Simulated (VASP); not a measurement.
# TiO2 in VASP: further runs

The runs below take TiO2 through single point, with PBE+U.

Program: VASP 6.6.1. These are calculated values, not measurements. Logs are shortened: lines on timing, memory, paths and dates and some standing lists are left out, and cuts for length are marked.

### Step 1. The cell of the first run

The typed cell holds 6 atoms: a = 3.858 Å, b = 3.858 Å, c = 5.644 Å, α = 109.98°, β = 109.98°, γ = 90.00°.

### Step 2. Single point, PBE+U (atoms shifted along a free coordinate)

File INCAR:

```
SYSTEM = TiO2
PREC = Accurate ; ENCUT = 520
EDIFF = 1E-6 ; ISMEAR = 0
SIGMA = 0.05 ; LREAL = .False.
LASPH = .True. ; NELM = 150
ALGO = Normal ; ISIF = 2
LWAVE = .False. ; LCHARG = .False.
LMAXMIX = 4 ; LDAU = .True.
LDAUTYPE = 2 ; LDAUL = 2 -1
LDAUU = 4 0 ; LDAUJ = 0 0
LDAUPRINT = 1 ; GGA = PE
NBANDS = 33
```

File KPOINTS:

```
Automatic mesh
0
Gamma
  6 6 6
  0 0 0
```

File POSCAR:

```
TiO2
1.0
    2.7277841265     -2.7278599281     -0.0203548313
    2.7277841265      2.7278599281     -0.0203548313
   -2.6907787541      0.0000000000      4.9617445611
Ti O
2 4
Direct
    0.1250069486      0.8749930514      0.2500000000
    0.8749930514      0.1250069486      0.7500000000
    0.3424929808      0.0925162561      0.6849956835
    0.6575070192      0.9074837439      0.3150043165
    0.9074837439      0.6575070192      0.8150043165
    0.0925162561      0.3424929808      0.1849956835
```

Potentials or basis: VASP PAW PBE potentials, release 64 (Ti_sv, O).

The run is started by

```sh
$ cat potpaw_PBE.64/Ti_sv/POTCAR potpaw_PBE.64/O/POTCAR > POTCAR
$ mpirun -np 1 vasp_std > vasp.out
```

OUTCAR:

```text
SYSTEM = TiO2
   PREC = Accurate
   ENCUT = 520
   EDIFF = 1E-6
   ISMEAR = 0
   LREAL = .False.
   LASPH = .True.
   NELM = 150
   ISIF = 2
   GGA = PE

 ion  position               nearest neighbor table
   1  0.125  0.875  0.250-   4 1.96   6 1.96   6 1.96   4 1.96   3 2.15   5 2.15
   2  0.875  0.125  0.750-   5 1.96   3 1.96   5 1.96   3 1.96   6 2.15   4 2.15
   3  0.342  0.093  0.685-   2 1.96   2 1.96   1 2.15
   4  0.658  0.907  0.315-   1 1.96   1 1.96   2 2.15
   5  0.907  0.658  0.815-   2 1.96   2 1.96   1 2.15
   6  0.093  0.342  0.185-   1 1.96   1 1.96   2 2.15

  LATTYP: Found a base centered monoclinic cell.
 ALAT       =     5.4557201394
 B/A-ratio  =     0.9999999481
 C/A-ratio  =     1.0345830161
 COS(beta)  =    -0.4832630161

  Lattice vectors:

 A1 = (   2.7277841265,  -2.7278599281,  -0.0203548313)
 A2 = (   2.7277841265,   2.7278599281,  -0.0203548313)
 A3 = (  -2.6907787541,   0.0000000000,   4.9617445611)

Analysis of symmetry for initial positions (statically):
=====================================================================
 Subroutine PRICEL returns:
 Original cell was already a primitive cell.

 Routine SETGRP: Setting up the symmetry group for a
 base centered monoclinic supercell.

 Subroutine GETGRP returns: Found  4 space group operations
 (whereof  2 operations were pure point group operations)
 out of a pool of  4 trial point group operations.

The static configuration has the point symmetry S_2 .
 The point group associated with its full space group is C_2h.

Analysis of symmetry for dynamics (positions and initial velocities):
=====================================================================
 Subroutine PRICEL returns:
 Original cell was already a primitive cell.

 Routine SETGRP: Setting up the symmetry group for a
 base centered monoclinic supercell.

 Subroutine GETGRP returns: Found  4 space group operations
 (whereof  2 operations were pure point group operations)
 out of a pool of  4 trial point group operations.

The dynamic configuration has the point symmetry S_2 .
 The point group associated with its full space group is C_2h.

 Subroutine INISYM returns: Found  4 space group operations
 (whereof  2 operations are pure point group operations),
 and found     1 'primitive' translations

----------------------------------------------------------------------------------------

                                     Primitive cell

  volume of cell :      73.5420

  direct lattice vectors                    reciprocal lattice vectors
     2.727784127 -2.727859928 -0.020354831     0.184043732 -0.183293869  0.099807831
     2.727784127  2.727859928 -0.020354831     0.184043732  0.183293869  0.099807831
    -2.690778754  0.000000000  4.961744561     0.001510025  0.000000000  0.202360910

  length of vectors
     3.857776607  3.857776607  5.644395397     0.278263079  0.278263079  0.202366544

  position of ions in fractional coordinates (direct lattice)
     0.125006949  0.874993051  0.250000000
     0.874993051  0.125006949  0.750000000
     0.342492981  0.092516256  0.684995683
     0.657507019  0.907483744  0.315004317
     0.907483744  0.657507019  0.815004317
     0.092516256  0.342492981  0.184995683

  ion indices of the primitive-cell ions
   primitive index   ion index
                 1           1
                 2           2
                 3           3
                 4           4
                 5           5
                 6           6

----------------------------------------------------------------------------------------

 KPOINTS: Automatic mesh

Automatic generation of k-mesh.
 Grid dimensions read from file:
 generate k-points for:    6    6    6

 Generating k-lattice:

  Cartesian coordinates                     Fractional coordinates (reciprocal lattice)
     0.030673955 -0.030548978  0.016634639     0.166666667 -0.000000000  0.000000000
     0.030673955  0.030548978  0.016634639    -0.000000000  0.166666667  0.000000000
     0.000251671  0.000000000  0.033726818     0.000000000  0.000000000  0.166666667

  Length of vectors
     0.046377180  0.046377180  0.033727757
[... 62 lines left out ...]
   POTIM  = 0.5000    time-step for ionic-motion
   TEBEG  =    0.0;   TEEND  =   0.0 temperature during run
   PSTRESS=    0.0 pullay stress
   NELECT =      48.0000    total number of electrons
   NUPDOWN=      -1.0000    fix difference up-down
   EMIN   =  10.00;   EMAX   =-10.00  energy-range for DOS
   EFERMI =   0.00;   METHOD = LEGACY
   ISMEAR =     0;   SIGMA  =   0.05  broadening in eV -4-tet -1-fermi 0-gaus
   EFERMI_NEDOS =   21; number of points for ismear=-14 and -15
   IALGO  =     38    algorithm
   IMIX   =      4    mixing-type and parameters
     AMIX     =   0.40;   BMIX     =  1.00
     AMIX_MAG =   1.60;   BMIX_MAG =  1.00
  volume/ion in A,a.u.               =      12.26        82.71
  Fermi-wavevector in a.u.,A,eV,Ry     =   1.420071  2.683545 27.437536  2.016602
  Thomas-Fermi vector in A             =   2.541025
   LORBIT       =      0    0 simple, 1 ext, 2 COOP (PROOUT), +10 PAW based schemes
 LDA+U is selected, type is set to LDAUTYPE =  2
   angular momentum for each species LDAUL =     2   -1
   U (eV)           for each species LDAUU =   4.0  0.0
   J (eV)           for each species LDAUJ =   0.0  0.0
   GGA     = PE    functional components
   LHFCALC =     F    Hartree Fock is set to
   AEXX    =    0.0000 exact exchange contribution
   IVDW    =     0    specifies the selected vdW correction
   LEPSILON=     F    determine dielectric tensor
   LRPA    =     F    only Hartree local field effects (RPA)
 non-spin polarized calculation
 Gauss-broadening in eV      SIGMA  =   0.05
  energy-cutoff  :      520.00
  volume of cell :       73.54
 maximum number of plane-waves:      2003
 NGX is ok and might be reduce to    30
   NGX = 15   NGY = 15   NGZ = 21

atom =   1  type =  1  l = 2

 onsite density matrix

spin component  1

  0.2546 -0.0012  0.0000  0.0000 -0.0000
 -0.0012  0.0923  0.0000 -0.0000 -0.0000
  0.0000  0.0000  0.2136  0.0016  0.0000
  0.0000 -0.0000  0.0016  0.0923 -0.0002
 -0.0000 -0.0000  0.0000 -0.0002  0.1180

spin component  2

  0.2546 -0.0012  0.0000  0.0000 -0.0000
 -0.0012  0.0923  0.0000 -0.0000 -0.0000
  0.0000  0.0000  0.2136  0.0016  0.0000
  0.0000 -0.0000  0.0016  0.0923 -0.0002
 -0.0000 -0.0000  0.0000 -0.0002  0.1180

 occupancies and eigenvectors

  o =  0.0923  v =  0.0000  0.0000 -0.0130  0.9999  0.0075  0.0000  0.0000  0.0000  0.0000  0.0000      0.0000  0.0000  0.0000  0.0000  0.0000  0.0000  0.0000  0.0000  0.0000  0.0000
  o =  0.0923  v =  0.0000  0.0000  0.0000  0.0000  0.0000  0.0000  0.0000 -0.0130  0.9999  0.0075      0.0000  0.0000  0.0000  0.0000  0.0000  0.0000  0.0000  0.0000  0.0000  0.0000
  o =  0.0923  v =  0.0000  0.0000  0.0000  0.0000  0.0000  0.0075  1.0000 -0.0000 -0.0000  0.0000      0.0000  0.0000  0.0000  0.0000  0.0000  0.0000  0.0000  0.0000  0.0000  0.0000
  o =  0.0923  v =  0.0075  1.0000 -0.0000 -0.0000  0.0000  0.0000  0.0000  0.0000  0.0000  0.0000      0.0000  0.0000  0.0000  0.0000  0.0000  0.0000  0.0000  0.0000  0.0000  0.0000
  o =  0.1180  v =  0.0000  0.0000  0.0000  0.0000  0.0000  0.0000  0.0000 -0.0000  0.0075 -1.0000      0.0000  0.0000  0.0000  0.0000  0.0000  0.0000  0.0000  0.0000  0.0000  0.0000
  o =  0.1180  v =  0.0000  0.0000 -0.0000  0.0075 -1.0000  0.0000  0.0000  0.0000  0.0000  0.0000      0.0000  0.0000  0.0000  0.0000  0.0000  0.0000  0.0000  0.0000  0.0000  0.0000
  o =  0.2136  v =  0.0000  0.0000  0.9999  0.0130  0.0000  0.0000  0.0000  0.0000  0.0000  0.0000      0.0000  0.0000  0.0000  0.0000  0.0000  0.0000  0.0000  0.0000  0.0000  0.0000
  o =  0.2136  v =  0.0000  0.0000  0.0000  0.0000  0.0000  0.0000  0.0000  0.9999  0.0130  0.0000      0.0000  0.0000  0.0000  0.0000  0.0000  0.0000  0.0000  0.0000  0.0000  0.0000
  o =  0.2546  v = -1.0000  0.0075 -0.0000 -0.0000  0.0000  0.0000  0.0000  0.0000  0.0000  0.0000      0.0000  0.0000  0.0000  0.0000  0.0000  0.0000  0.0000  0.0000  0.0000  0.0000
  o =  0.2546  v =  0.0000  0.0000  0.0000  0.0000  0.0000 -1.0000  0.0075 -0.0000 -0.0000  0.0000      0.0000  0.0000  0.0000  0.0000  0.0000  0.0000  0.0000  0.0000  0.0000  0.0000

atom =   2  type =  1  l = 2

 onsite density matrix

spin component  1

  0.2546 -0.0012  0.0000  0.0000 -0.0000
 -0.0012  0.0923  0.0000 -0.0000 -0.0000
  0.0000  0.0000  0.2136  0.0016  0.0000
  0.0000 -0.0000  0.0016  0.0923 -0.0002
 -0.0000 -0.0000  0.0000 -0.0002  0.1180

spin component  2

  0.2546 -0.0012  0.0000  0.0000 -0.0000
 -0.0012  0.0923  0.0000 -0.0000 -0.0000
  0.0000  0.0000  0.2136  0.0016  0.0000
  0.0000 -0.0000  0.0016  0.0923 -0.0002
 -0.0000 -0.0000  0.0000 -0.0002  0.1180

 occupancies and eigenvectors

  o =  0.0923  v =  0.0000  0.0000 -0.0130  0.9999  0.0075  0.0000  0.0000  0.0000  0.0000  0.0000      0.0000  0.0000  0.0000  0.0000  0.0000  0.0000  0.0000  0.0000  0.0000  0.0000
  o =  0.0923  v =  0.0000  0.0000  0.0000  0.0000  0.0000  0.0000  0.0000 -0.0130  0.9999  0.0075      0.0000  0.0000  0.0000  0.0000  0.0000  0.0000  0.0000  0.0000  0.0000  0.0000
  o =  0.0923  v =  0.0000  0.0000  0.0000  0.0000  0.0000  0.0075  1.0000 -0.0000 -0.0000  0.0000      0.0000  0.0000  0.0000  0.0000  0.0000  0.0000  0.0000  0.0000  0.0000  0.0000
  o =  0.0923  v =  0.0075  1.0000 -0.0000 -0.0000  0.0000  0.0000  0.0000  0.0000  0.0000  0.0000      0.0000  0.0000  0.0000  0.0000  0.0000  0.0000  0.0000  0.0000  0.0000  0.0000
  o =  0.1180  v =  0.0000  0.0000  0.0000  0.0000  0.0000  0.0000  0.0000 -0.0000  0.0075 -1.0000      0.0000  0.0000  0.0000  0.0000  0.0000  0.0000  0.0000  0.0000  0.0000  0.0000
  o =  0.1180  v =  0.0000  0.0000 -0.0000  0.0075 -1.0000  0.0000  0.0000  0.0000  0.0000  0.0000      0.0000  0.0000  0.0000  0.0000  0.0000  0.0000  0.0000  0.0000  0.0000  0.0000
  o =  0.2136  v =  0.0000  0.0000  0.9999  0.0130  0.0000  0.0000  0.0000  0.0000  0.0000  0.0000      0.0000  0.0000  0.0000  0.0000  0.0000  0.0000  0.0000  0.0000  0.0000  0.0000
  o =  0.2136  v =  0.0000  0.0000  0.0000  0.0000  0.0000  0.0000  0.0000  0.9999  0.0130  0.0000      0.0000  0.0000  0.0000  0.0000  0.0000  0.0000  0.0000  0.0000  0.0000  0.0000
  o =  0.2546  v = -1.0000  0.0075 -0.0000 -0.0000  0.0000  0.0000  0.0000  0.0000  0.0000  0.0000      0.0000  0.0000  0.0000  0.0000  0.0000  0.0000  0.0000  0.0000  0.0000  0.0000
  o =  0.2546  v =  0.0000  0.0000  0.0000  0.0000  0.0000 -1.0000  0.0075 -0.0000 -0.0000  0.0000      0.0000  0.0000  0.0000  0.0000  0.0000  0.0000  0.0000  0.0000  0.0000  0.0000

 number of electron      47.9999974 magnetization

 Free energy of the ion-electron system (eV)
  ---------------------------------------------------
  ext. energy  EPLUGINS =         0.00000000
  ---------------------------------------------------
  free energy    TOTEN  =       -48.17116619 eV

  energy without entropy =      -48.17116619  energy(sigma->0) =      -48.17116619

 E-fermi :   3.5139     XC(G=0): -10.4152

 val. band max:        3.2422613924   @ k =   0.5000   0.5000   0.0000
 cond. band min:       5.3905492180   @ k =   0.0000   0.0000   0.0000
 fundamental gap:      2.1482878257
 Fermi energy:         3.5138512316

 k-point     1 :       0.0000    0.0000    0.0000
  band No.  band energies     occupation
      1     -54.8408      2.00000
      2     -54.8057      2.00000
      3     -31.1513      2.00000
      4     -30.9553      2.00000
      5     -30.9553      2.00000
      6     -30.9216      2.00000
[... 853 lines left out ...]
     32       8.2734      0.00000
     33       8.6510      0.00000

 [... further k-points ...]

------------------------ aborting loop because EDIFF is reached ----------------------------------------

  FORCE on cell =-STRESS in cart. coord.  units (eV):
  Direction    XX          YY          ZZ          XY          YZ          ZX
  --------------------------------------------------------------------------------------
  -------------------------------------------------------------------------------------
  Total       -0.4656686     -0.4654976     -6.8604579      0.0000000      0.0000000     -0.0484587
  in kB      -10.1450021    -10.1412752   -149.4611262      0.0000000      0.0000000     -1.0557146
  external PRESSURE =     -56.5824678 kB  Pullay stress =       0.0000000 kB

 VOLUME and BASIS-vectors are now :
 -----------------------------------------------------------------------------
  energy-cutoff  :      520.00
  volume of cell :       73.54
      direct lattice vectors                 reciprocal lattice vectors
     2.727784127 -2.727859928 -0.020354831     0.184043732 -0.183293869  0.099807831
     2.727784127  2.727859928 -0.020354831     0.184043732  0.183293869  0.099807831
    -2.690778754  0.000000000  4.961744561     0.001510025  0.000000000  0.202360910

 POSITION                                       TOTAL-FORCE (eV/Angst)
 -----------------------------------------------------------------------------------
      2.05509      2.04586      1.22008        -0.000000      0.000109     -0.000000
      0.70970     -2.04586      3.70095         0.000000     -0.000109     -0.000000
     -0.65656     -0.68190      3.38992        -0.009699     -0.000115     -1.271465
      3.42135      0.68190      1.53112         0.009699      0.000115      1.271465
      2.07596     -0.68190      4.01199         0.009699     -0.000115      1.271465
      0.68883      0.68190      0.90905        -0.009699      0.000115     -1.271465
 -----------------------------------------------------------------------------------
    total drift:                               -0.000000     -0.000000      0.000000

  FREE ENERGIE OF THE ION-ELECTRON SYSTEM (eV)
  ---------------------------------------------------
  free  energy   TOTEN  =       -48.1711661863 eV

  energy  without entropy=      -48.1711661863  energy(sigma->0) =      -48.17116619
```

Run time: 4.1 min. Hardware: 1 thread of Intel Xeon 8259CL, shared host; peak memory 0.27 GiB.

What came out:

- Free energy: -48.1712 eV
- Pressure: -5.7 GPa
- Largest force: 1.272 eV/Å
- Band gap on the k mesh: 2.15 eV (least direct gap 2.74 eV)

Forces on the atoms (eV/Å):
```
Ti   0.000  0.000  0.000
Ti   0.000  0.000  0.000
O   -0.010  0.000 -1.271
O    0.010  0.000  1.271
O    0.010  0.000  1.271
O   -0.010  0.000 -1.271
```

Eigenvalues of the final occupation matrices:
| site | spin | trace | eigenvalues |
| --- | --- | --- | --- |
| site 1 d | 1 | 0.77 | 0.09 0.09 0.12 0.21 0.25 |
| site 1 d | 2 | 0.77 | 0.09 0.09 0.12 0.21 0.25 |
| site 2 d | 1 | 0.77 | 0.09 0.09 0.12 0.21 0.25 |
| site 2 d | 2 | 0.77 | 0.09 0.09 0.12 0.21 0.25 |

Caveat: the cell differs from its parent crystal (atoms shifted along a free coordinate); the cell stands under tension; forces of over 1 eV/Å act on the atoms, so gaps and moduli don't describe the material at rest.

### Step 3. Single point, PBE+U (atoms shifted along a free coordinate)

File INCAR:

```
  ALGO = Normal
  EDIFF = 1E-6
  ENCUT = 520
  GGA = PE
  ISIF = 2
  ISMEAR = 0
  LASPH = T
  LCHARG = F
  LDAU = T
  LDAUJ = 0 0
  LDAUL = 2 -1
  LDAUPRINT = 1
  LDAUTYPE = 2
  LDAUU = 4 0
  LMAXMIX = 4
  LREAL = F
  LWAVE = F
  NBANDS = 33
  NELM = 150
  PREC = Accurate
  SIGMA = 0.05
```

File KPOINTS:

```
k-points
0
Gamma
  6 6 6
```

File POSCAR:

```
TiO2
1.0
    2.7277841265     -2.7278599281     -0.0203548313
    2.7277841265      2.7278599281     -0.0203548313
   -2.6907787541      0.0000000000      4.9617445611
Ti O
2 4
Direct
    0.1250069486      0.8749930514      0.2500000000
    0.8749930514      0.1250069486      0.7500000000
    0.3240875128      0.0741107881      0.6481847475
    0.6759124872      0.9258892119      0.3518152525
    0.9258892119      0.6759124872      0.8518152525
    0.0741107881      0.3240875128      0.1481847475
```

Potentials or basis: VASP PAW PBE potentials, release 64 (Ti_sv, O).

The run is started by

```sh
$ cat potpaw_PBE.64/Ti_sv/POTCAR potpaw_PBE.64/O/POTCAR > POTCAR
$ mpirun -np 1 vasp_std > vasp.out
```

It took 4.5 min on 1 thread of Intel Xeon 8259CL, shared host; peak memory 0.27 GiB.

Results (log left out):

```yaml
Free_energy: -48.4084 eV
Pressure: 1.2 GPa
Largest_force: 0.962 eV/Å
Band_gap_on_the_k_mesh: 2.71 eV (least direct gap 2.92 eV)
```

Forces in eV/Å, atoms in the order of the input:
```
Ti   0.000  0.000  0.000
Ti   0.000  0.000  0.000
O    0.007  0.000  0.962
O   -0.007  0.000 -0.962
O   -0.007  0.000 -0.962
O    0.007  0.000  0.962
```

Stress tensor (GPa, compression positive):
```
-1.47  0.00  0.06
 0.00 -1.47  0.00
 0.06  0.00  6.65
```

Levels at points of the mesh, in eV from the valence-band top:
```
           k point  band 21  band 22  band 23  band 24  band 25  band 26  band 27  band 28
(0.00, 0.00, 0.00)    -0.62    -0.62    -0.30    -0.30     2.71     3.36     4.52     4.52
(0.50, 0.00, 0.00)    -1.63    -0.71    -0.67    -0.65     3.60     3.84     3.87     3.98
(0.50, 0.50, 0.00)    -1.66    -1.66    -0.19    -0.19     3.59     3.59     4.00     4.00
(0.00, 0.00, 0.50)    -1.03    -1.03     0.00     0.00     3.03     3.03     4.20     4.20
(0.50, 0.00, 0.50)    -1.63    -0.71    -0.67    -0.65     3.60     3.84     3.87     3.98
(0.50, 0.50, 0.50)    -1.66    -1.66    -0.19    -0.19     3.59     3.59     4.00     4.00
```

Eigenvalues of the final occupation matrices:
| site | spin | trace | eigenvalues |
| --- | --- | --- | --- |
| site 1 d | 1 | 0.78 | 0.09 0.10 0.10 0.23 0.26 |
| site 1 d | 2 | 0.78 | 0.09 0.10 0.10 0.23 0.26 |
| site 2 d | 1 | 0.78 | 0.09 0.10 0.10 0.23 0.26 |
| site 2 d | 2 | 0.78 | 0.09 0.10 0.10 0.23 0.26 |

Caveat: the cell differs from its parent crystal (atoms shifted along a free coordinate). A k mesh can miss the band edges.
